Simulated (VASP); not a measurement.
Wanted: the native input for a VASP 6.6.1 run.

```yaml
Task: single point
Functional: PBE
Potentials_or_basis: VASP PAW PBE potentials, release 64 (Eu, Si)
Cutoff: 520 eV
k_mesh: 8 × 8 × 8
Occupations: gaussian, width 0.05 eV
Spin: collinear spin, ferromagnetic start
Starting_moments: "[7.69, 7.69, 7.69, 0.0] μB"
Dipole_correction: no
Further_INCAR_settings: ALGO = Normal; EDIFF = 1e-06; NBANDS = 40
```

The structure of Eu3Si lies in POSCAR:

```
Eu3Si
1.0
    4.8699483457      0.0000000000      0.0000000000
    0.0000000000      4.8699483457      0.0000000000
    0.0000000000      0.0000000000      4.8699483457
Eu Si
3 1
Direct
    0.0000000000      0.5000000000      0.5000000000
    0.5000000000      0.5000000000      0.0000000000
    0.5000000000      0.0000000000      0.5000000000
    0.0000000000      0.0000000000      0.0000000000
```

The input as run:

INCAR

```
SYSTEM = Eu3Si
  PREC = Accurate
  ENCUT = 520
  EDIFF = 1E-6
  ISMEAR = 0
  SIGMA = 0.05
  LREAL = .FALSE.
  LASPH = .TRUE.
  NELM = 150
  ALGO = Normal
  ISIF = 2
  LWAVE = .FALSE.
  LCHARG = .FALSE.
  ISPIN = 2
  MAGMOM = 7.69 7.69 7.69 0
  LORBIT = 11
  LMAXMIX = 6
  GGA = PE
  NBANDS = 40
```

KPOINTS

```
Automatic mesh
0
G
  8 8 8
  0 0 0
```

Potentials or basis: VASP PAW PBE potentials, release 64 (Eu, Si).

Run with:

```console
$ cat potpaw_PBE.64/Eu/POTCAR potpaw_PBE.64/Si/POTCAR > POTCAR
$ mpirun -np 1 vasp_std > vasp.out
```

It gave:

```yaml
Pressure: -0.9 GPa
Net_moment: 21.66 μB per cell
Site_moments: Eu +6.68; Si -0.11 μB
Valence_electrons_inside_the_program's_atomic_spheres: Eu 14.80; Si 1.56
```

Caveat: the highest band is partly filled, so the run has too few bands.

It took 7.5 min on 1 thread of AMD EPYC 9R14 (Zen 4), on a shared host, peak memory 0.38 GiB.
